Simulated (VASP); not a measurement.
# Hf4S9 (a cell with a defect) in VASP: further runs

Hf4S9 (a cell with a defect) is run at these levels: PBE+D3(BJ); tasks: single point.

All numbers are computed with VASP 6.6.1; they aren't measurements. Logs are shortened: lines on timing, memory, paths and dates and some standing lists are left out, and cuts for length are marked.

### Step 1. The cell of the first run

The cell holds a defect, 13 atoms: a = 6.804 Å, b = 6.804 Å, c = 7.212 Å, α = 105.36°, β = 105.36°, γ = 116.00°.

### Step 2. Single point, PBE+D3(BJ)

INCAR reads:

```
ALGO = Normal
EDIFF = 1E-7
ENCUT = 520
GGA = PE
ISIF = 2
ISMEAR = 0
IVDW = 12
LASPH = True
LCHARG = False
LREAL = False
LWAVE = False
NBANDS = 59
NELM = 100
PREC = Accurate
SIGMA = 0.02
```

KPOINTS reads:

```
k-points
0
Gamma
  3 3 3
```

POSCAR reads:

```
Hf4S9
1.0
    3.6058628313      0.0000000000     -5.7703876582
    3.6058628313      0.0000000000      5.7703876582
   -3.6058628313     -6.2455376290      0.0000000000
Hf S
4 9
Direct
    0.5357507743      0.4733326108      0.0019039194
    0.9834149080      0.0377389287      0.0121853401
    0.4941598537      0.4910585023      0.4980961103
    1.0058401288      0.0080326432      0.4979696200
    0.8141890787      0.5413245688      0.3527683493
    0.2794863589      0.0429067596      0.3235650988
    0.8200577015      0.5958980650      0.8295471596
    0.2463894981      0.0179045023      0.8297306506
    0.6855604181      0.9248188668      0.1747606155
    0.2647302238      0.5028005375      0.1823540370
    0.6442846106      0.9516701980      0.6076221497
    0.2205908880      0.4586754122      0.6804133211
    0.7465533281      0.1978915765     -0.0910603752
```

Potentials or basis: VASP PAW PBE potentials, release 64 (Hf_pv, S).

Started as:

```console
$ cat potpaw_PBE.64/Hf_pv/POTCAR potpaw_PBE.64/S/POTCAR > POTCAR
$ mpirun -np 1 vasp_std > vasp.out
```

OUTCAR:

```text
EDIFF = 1E-7
   ENCUT = 520
   GGA = PE
   ISIF = 2
   ISMEAR = 0
   IVDW = 12
   LASPH = True
   LREAL = False
   NELM = 100
   PREC = Accurate
 IVDW          = 12

 ion  position               nearest neighbor table
   1  0.536  0.473  0.002-   5 2.51   8 2.52   7 2.53   9 2.57  10 2.57  12 2.65  13 2.87   3 3.61
                             4 3.62   4 3.63   3 3.64   2 3.66   2 3.68
   2  0.983  0.038  0.012-  13 2.38   7 2.49   8 2.51   9 2.54  10 2.56   6 2.57  11 2.92   3 3.51
                             4 3.53   1 3.66   1 3.68   4 3.71   3 3.74
   3  0.494  0.491  0.498-  10 2.44   7 2.46   6 2.47  12 2.52   5 2.59  11 2.64   4 3.50   2 3.51
                             1 3.61   1 3.64   4 3.71   2 3.74
   4  0.006  0.008  0.498-   9 2.46   6 2.47   8 2.48  12 2.49   5 2.60  11 2.68   3 3.50   2 3.53
                             1 3.62   1 3.63   2 3.71   3 3.71
   5  0.814  0.541  0.353-   1 2.51   3 2.59   4 2.60
   6  0.279  0.043  0.324-   3 2.47   4 2.47   2 2.57
   7  0.820  0.596  0.830-   3 2.46   2 2.49   1 2.53  13 2.77
   8  0.246  0.018  0.830-   4 2.48   2 2.51   1 2.52
   9  0.686  0.925  0.175-   4 2.46   2 2.54   1 2.57
  10  0.265  0.503  0.182-   3 2.44   2 2.56   1 2.57
  11  0.644  0.952  0.608-  13 2.06   3 2.64   4 2.68   2 2.92
  12  0.221  0.459  0.680-   4 2.49   3 2.52   1 2.65
  13  0.747  0.198  0.909-  11 2.06   2 2.38   7 2.77   1 2.87

  LATTYP: Found a face centered orthorhombic cell.
 ALAT       =     7.2117256626
 B/A-ratio  =     1.6002793029
 C/A-ratio  =     1.7320508076

  Lattice vectors:

 A1 = (   0.0000000000,  -6.2455376290,   5.7703876582)
 A2 = (   3.6058628313,  -6.2455376290,   0.0000000000)
 A3 = (   3.6058628313,   0.0000000000,   5.7703876582)

Analysis of symmetry for initial positions (statically):
=====================================================================
 Subroutine PRICEL returns:
 Original cell was already a primitive cell.

 Routine SETGRP: Setting up the symmetry group for a
 face centered orthorhombic supercell.

 Subroutine GETGRP returns: Found  1 space group operations
 (whereof  1 operations were pure point group operations)
 out of a pool of  8 trial point group operations.

The static configuration has the point symmetry C_1 .

Analysis of symmetry for dynamics (positions and initial velocities):
=====================================================================
 Subroutine PRICEL returns:
 Original cell was already a primitive cell.

 Routine SETGRP: Setting up the symmetry group for a
 face centered orthorhombic supercell.

 Subroutine GETGRP returns: Found  1 space group operations
 (whereof  1 operations were pure point group operations)
 out of a pool of  8 trial point group operations.

The dynamic configuration has the point symmetry C_1 .

 Subroutine INISYM returns: Found  1 space group operations
 (whereof  1 operations are pure point group operations),
 and found     1 'primitive' translations

----------------------------------------------------------------------------------------

                                     Primitive cell

  volume of cell :     259.9046

  direct lattice vectors                    reciprocal lattice vectors
     3.605862831  0.000000000 -5.770387658     0.138663067 -0.080057159 -0.086649291
     3.605862831  0.000000000  5.770387658     0.138663067 -0.080057159  0.086649291
    -3.605862831 -6.245537629  0.000000000     0.000000000 -0.160114318  0.000000000

  length of vectors
     6.804382447  6.804382447  7.211725663     0.182056844  0.182056844  0.160114318

  position of ions in fractional coordinates (direct lattice)
     0.535750774  0.473332611  0.001903919
     0.983414908  0.037738929  0.012185340
     0.494159854  0.491058502  0.498096110
     0.005840129  0.008032643  0.497969620
     0.814189079  0.541324569  0.352768349
     0.279486359  0.042906760  0.323565099
     0.820057701  0.595898065  0.829547160
     0.246389498  0.017904502  0.829730651
     0.685560418  0.924818867  0.174760615
     0.264730224  0.502800538  0.182354037
     0.644284611  0.951670198  0.607622150
     0.220590888  0.458675412  0.680413321
     0.746553328  0.197891576  0.908939625

  ion indices of the primitive-cell ions
   primitive index   ion index
                 1           1
                 2           2
                 3           3
                 4           4
                 5           5
                 6           6
                 7           7
                 8           8
                 9           9
                10          10
                11          11
                12          12
                13          13

----------------------------------------------------------------------------------------

 KPOINTS: k-points

Automatic generation of k-mesh.
 Grid dimensions read from file:
 generate k-points for:    3    3    3

 Generating k-lattice:

  Cartesian coordinates                     Fractional coordinates (reciprocal lattice)
     0.046221022 -0.026685720 -0.028883097     0.333333333  0.000000000 -0.000000000
     0.046221022 -0.026685720  0.028883097     0.000000000  0.333333333 -0.000000000
     0.000000000 -0.053371439  0.000000000     0.000000000  0.000000000  0.333333333

  Length of vectors
     0.060685615  0.060685615  0.053371439

  Shift w.r.t. Gamma in fractional coordinates (k-lattice)
     0.000000000  0.000000000  0.000000000

 Subroutine IBZKPT returns following result:
 ===========================================

 Found     14 irreducible k-points:

 Following reciprocal coordinates:
            Coordinates               Weight
  0.000000  0.000000  0.000000      1.000000
  0.333333  0.000000 -0.000000      2.000000
  0.000000  0.333333 -0.333333      2.000000
 -0.000000 -0.333333  0.000000      2.000000
 -0.333333 -0.000000  0.333333      2.000000
  0.333333  0.333333 -0.000000      2.000000
  0.333333  0.333333  0.333333      2.000000
 -0.333333  0.333333  0.000000      2.000000
  0.000000  0.000000  0.333333      2.000000
  0.333333  0.000000  0.333333      2.000000
  0.000000  0.333333  0.333333      2.000000
 -0.333333  0.333333  0.333333      2.000000
 -0.333333  0.333333 -0.333333      2.000000
 -0.333333 -0.333333  0.333333      2.000000
   k-points           NKPTS =     14   k-points in BZ     NKDIM =     14   number of bands    NBANDS=     59
   number of dos      NEDOS =    301   number of ions     NIONS =     13
   total plane-waves  NPLWV = 157464
   dimension x,y,z NGX =    54 NGY =   54 NGZ =   54
   dimension x,y,z NGXF=   108 NGYF=  108 NGZF=  108
   ions per type =               4   9
   NGX,Y,Z   is equivalent  to a cutoff of  13.19, 13.19, 12.45 a.u.
   NGXF,Y,Z  is equivalent  to a cutoff of  26.39, 26.39, 24.90 a.u.
 SYSTEM =  unknown system
   PREC   = accura    normal or accurate (medium, high low for compatibility)
   ISTART =      0    job   : 0-new  1-cont  2-samecut
   ICHARG =      2    charge: 1-file 2-atom 10-const
   ISPIN  =      1    spin polarized calculation?
   LNONCOLLINEAR =      F non collinear calculations
   LSORBIT =      F    spin-orbit coupling
   LASPH  =      T    aspherical Exc in radial PAW
   ENCUT  =  520.0 eV  38.22 Ry    6.18 a.u.  12.65 12.65 13.41*2*pi/ulx,y,z
   NELM   =    100;   NELMIN=  2; NELMDL= -5     # of ELM steps
   EDIFF  = 0.1E-06   stopping-criterion for ELM
   LREAL  =      F    real-space projection
   EDIFFG = 0.1E-05   stopping-criterion for IOM
   NSW    =      0    number of steps for IOM
   IBRION =     -1    ionic relax: 0-MD 1-quasi-New 2-CG
   NFREE  =      0    steps in history (QN), initial steepest desc. (CG)
   ISIF   =      2    stress and relaxation
   ISYM   =      2    0-nonsym 1-usesym 2-fastsym
   POTIM  = 0.5000    time-step for ionic-motion
   TEBEG  =    0.0;   TEEND  =   0.0 temperature during run
   PSTRESS=    0.0 pullay stress
   NELECT =      94.0000    total number of electrons
   NUPDOWN=      -1.0000    fix difference up-down
   EMIN   =  10.00;   EMAX   =-10.00  energy-range for DOS
   EFERMI =   0.00;   METHOD = LEGACY
   ISMEAR =     0;   SIGMA  =   0.02  broadening in eV -4-tet -1-fermi 0-gaus
   EFERMI_NEDOS =   21; number of points for ismear=-14 and -15
   IALGO  =     38    algorithm
   IMIX   =      4    mixing-type and parameters
     AMIX     =   0.40;   BMIX     =  1.00
     AMIX_MAG =   1.60;   BMIX_MAG =  1.00
  volume/ion in A,a.u.               =      19.99       134.92
  Fermi-wavevector in a.u.,A,eV,Ry     =   1.166396  2.204169 18.510457  1.360480
  Thomas-Fermi vector in A             =   2.302910
   LORBIT       =      0    0 simple, 1 ext, 2 COOP (PROOUT), +10 PAW based schemes
   GGA     = PE    functional components
   LHFCALC =     F    Hartree Fock is set to
   AEXX    =    0.0000 exact exchange contribution
   IVDW    =    12    specifies the selected vdW correction
   LEPSILON=     F    determine dielectric tensor
   LRPA    =     F    only Hartree local field effects (RPA)
 non-spin polarized calculation
 Gauss-broadening in eV      SIGMA  =   0.02
  energy-cutoff  :      520.00
  volume of cell :      259.90
 maximum number of plane-waves:      7055
 NGX is ok and might be reduce to    50
   NGX = 25   NGY = 25   NGZ = 27

 number of electron      94.0000001 magnetization

 Free energy of the ion-electron system (eV)
  ---------------------------------------------------
  ext. energy  EPLUGINS =         0.00000000
  ---------------------------------------------------
  free energy    TOTEN  =       -92.97944352 eV

  energy without entropy =      -92.97944352  energy(sigma->0) =      -92.97944352

 E-fermi :   5.1606     XC(G=0): -10.1840

 val. band max:        5.0573544406   @ k =   0.0000   0.0000   0.3333
 cond. band min:       5.5372831908   @ k =  -0.3333   0.3333   0.3333
 fundamental gap:      0.4799287503
 Fermi energy:         5.1605520312

 k-point     1 :       0.0000    0.0000    0.0000
  band No.  band energies     occupation
      1     -26.3171      2.00000
      2     -26.2992      2.00000
      3     -26.2905      2.00000
      4     -26.2416      2.00000
      5     -26.1451      2.00000
      6     -26.1104      2.00000
[... 51 lines left out ...]
     58       8.6746      0.00000
     59       8.6960      0.00000

 k-point     2 :       0.3333    0.0000   -0.0000
  band No.  band energies     occupation
      1     -26.3093      2.00000
      2     -26.2879      2.00000
      3     -26.2764      2.00000
      4     -26.2176      2.00000
      5     -26.1427      2.00000
      6     -26.1259      2.00000
[... 51 lines left out ...]
     58       8.5543      0.00000
     59       8.6797      0.00000

 k-point     3 :       0.0000    0.3333   -0.3333
  band No.  band energies     occupation
      1     -26.3077      2.00000
      2     -26.2932      2.00000
      3     -26.2763      2.00000
      4     -26.2103      2.00000
      5     -26.1459      2.00000
      6     -26.1240      2.00000
[... 618 lines left out ...]
      5     -26.1476      2.00000
      6     -26.1193      2.00000
[... 51 lines left out ...]
     58       8.4815      0.00000
     59       8.6209      0.00000

 k-point    14 :      -0.3333   -0.3333    0.3333
  band No.  band energies     occupation
      1     -26.3036      2.00000
      2     -26.2779      2.00000
      3     -26.2732      2.00000
      4     -26.2023      2.00000
      5     -26.1445      2.00000
      6     -26.1288      2.00000
[... 51 lines left out ...]
     58       8.3788      0.00000
     59       8.5470      0.00000

------------------------ aborting loop because EDIFF is reached ----------------------------------------

 Edisp (eV)   -4.74220

 E8    (eV) :    -2.0229

  FORCE on cell =-STRESS in cart. coord.  units (eV):
  Direction    XX          YY          ZZ          XY          YZ          ZX
  --------------------------------------------------------------------------------------
  -------------------------------------------------------------------------------------
  Total       9.80497     6.74124     4.80026    -0.24687     4.39310     1.07149
  in kB      60.44255    41.55624    29.59114    -1.52181    27.08121     6.60515
  external pressure =       43.86 kB  Pullay stress =        0.00 kB

 VOLUME and BASIS-vectors are now :
 -----------------------------------------------------------------------------
  energy-cutoff  :      520.00
  volume of cell :      259.90
      direct lattice vectors                 reciprocal lattice vectors
     3.605862831  0.000000000 -5.770387658     0.138663067 -0.080057159 -0.086649291
     3.605862831  0.000000000  5.770387658     0.138663067 -0.080057159  0.086649291
    -3.605862831 -6.245537629  0.000000000     0.000000000 -0.160114318  0.000000000

 POSITION                                       TOTAL-FORCE (eV/Angst)
 -----------------------------------------------------------------------------------
      3.63175     -0.01189     -0.36018        -0.001337     -0.017945      0.025736
      3.63820     -0.07610     -5.45692        -0.000271      0.000521      0.010059
      1.75650     -3.11088     -0.01790        -0.004360      0.016399     -0.001256
     -1.74559     -3.11009      0.01265         0.005960      0.019399     -0.006628
      3.61576     -2.20323     -1.57453         0.002113      0.004794      0.057991
     -0.00423     -2.02084     -1.36516         0.001422     -0.011341      0.065517
      2.11451     -5.18097     -1.29349        -0.009894      0.006030      0.061954
     -2.03889     -5.18211     -1.31845         0.009887      0.004311      0.062358
      5.17664     -1.09147      1.38061         0.010006      0.000976     -0.066838
      2.11007     -1.13890      1.37376        -0.009598      0.001746     -0.069640
      3.56379     -3.79493      1.77373         0.006689     -0.111529     -0.002503
     -0.00414     -4.24955      1.37384         0.001460      0.005537     -0.068155
      0.12803     -5.67682     -3.16599        -0.012078      0.081102     -0.068596
 -----------------------------------------------------------------------------------
    total drift:                               -0.000055     -0.000365      0.000003

  FREE ENERGIE OF THE ION-ELECTRON SYSTEM (eV)
  ---------------------------------------------------
  free  energy   TOTEN  =       -97.7216482290 eV

  energy  without entropy=      -97.7216482290  energy(sigma->0) =      -97.72164823
```

It took 3.7 min on 1 thread of AMD EPYC 9R45 (Zen 5), shared host; peak memory 0.46 GiB.

Results:

```yaml
Free_energy: -97.7216 eV
Pressure: 4.4 GPa
Largest_force: 0.112 eV/Å
Band_gap_on_the_k_mesh: 0.48 eV
Dispersion_energy_per_atom: -0.365 eV
```

Forces in eV/Å, atoms in the order of the input:
```
Hf  -0.001 -0.018  0.026
Hf   0.000  0.001  0.010
Hf  -0.004  0.016 -0.001
Hf   0.006  0.019 -0.007
S    0.002  0.005  0.058
S    0.001 -0.011  0.066
S   -0.010  0.006  0.062
S    0.010  0.004  0.062
S    0.010  0.001 -0.067
S   -0.010  0.002 -0.070
S    0.007 -0.112 -0.003
S    0.001  0.006 -0.068
S   -0.012  0.081 -0.069
```

Levels at points of the mesh, in eV from the valence-band top:
```csv
k point,band 43,band 44,band 45,band 46,band 47,band 48,band 49,band 50,band 51,band 52
"(0.00, 0.00, 0.00)",-1.54,-1.19,-1.04,-0.99,-0.15,0.70,0.77,1.00,1.19,1.50
```

Caveat: spin-orbit coupling is left out, which moves the levels of the heavy elements.

### Step 3. Single point, PBE+D3(BJ)

INCAR reads:

```
SYSTEM = Hf4S9
ALGO = Normal
EDIFF = 1E-7
ENCUT = 520
GGA = PE
ISIF = 2
ISMEAR = 0
IVDW = 12
LASPH = .TRUE.
LCHARG = .FALSE.
LREAL = .FALSE.
LWAVE = .FALSE.
NBANDS = 59
NELM = 80
PREC = Accurate
SIGMA = 0.02
```

KPOINTS reads:

```
k-points
0
G
  3 3 3
  0 0 0
```

POSCAR reads:

```
Hf4S9
1.0
    3.6058628313      0.0000000000     -5.7703876582
    3.6058628313      0.0000000000      5.7703876582
   -3.6058628313     -6.2455376290      0.0000000000
Hf S
4 9
Direct
    0.5349471904      0.4645598917     -0.0035843191
    0.9750913340      0.0379605344      0.0099330120
    0.4940566964      0.4923046477      0.4968840450
    1.0077344703      0.0064313790      0.4970718590
    0.8184735813      0.5387880392      0.3540185219
    0.2801940352      0.0442216742      0.3213568021
    0.8202529349      0.5934770097      0.8261130277
    0.2360172143      0.0091146079      0.8260135967
    0.6814586999      0.9143347352      0.1778468190
    0.2670037007      0.4998270532      0.1780668160
    0.6676704418      0.9753790578      0.6400412963
    0.2236431559      0.4581826843      0.6785841751
    0.7389604628      0.2124450569     -0.0524177452
```

Potentials or basis: VASP PAW PBE potentials, release 64 (Hf_pv, S).

Started as:

```console
$ cat potpaw_PBE.64/Hf_pv/POTCAR potpaw_PBE.64/S/POTCAR > POTCAR
$ mpirun -np 1 vasp_std > vasp.out
```

It took 3.6 min on 1 thread of AMD EPYC 9R45 (Zen 5), shared host; peak memory 0.46 GiB.

The run converged. Its results:

| Item | Value |
| --- | --- |
| Free energy | -97.6129 eV |
| Pressure | 3.9 GPa |
| Largest force | 0.748 eV/Å |
| Band gap on the k mesh | 0.29 eV |
| Dispersion energy per atom | -0.365 eV |

Forces on the atoms (eV/Å):
```
Hf   0.005 -0.106 -0.011
Hf   0.007 -0.064 -0.053
Hf  -0.026 -0.006 -0.023
Hf   0.023  0.000 -0.029
S    0.001 -0.052  0.223
S   -0.001 -0.054  0.044
S   -0.048 -0.069  0.084
S    0.043 -0.071  0.087
S    0.033 -0.077 -0.025
S   -0.037 -0.073 -0.024
S    0.000 -0.041  0.151
S    0.002 -0.041 -0.062
S   -0.001  0.654 -0.362
```

Stress tensor (GPa, compression positive):
```
6.41 0.00 0.01
0.00 2.69 4.09
0.01 4.09 2.53
```

Levels at points of the mesh, in eV from the valence-band top:
| k point | band 44 | band 45 | band 46 | band 47 | band 48 | band 49 | band 50 | band 51 |
| --- | --- | --- | --- | --- | --- | --- | --- | --- |
| (0.00, 0.00, 0.00) | -1.35 | -1.09 | -1.08 | 0.00 | 0.72 | 0.74 | 0.97 | 1.13 |

Caveat: spin-orbit coupling is left out, which moves the levels of the heavy elements.

[end of part 1 of 2]
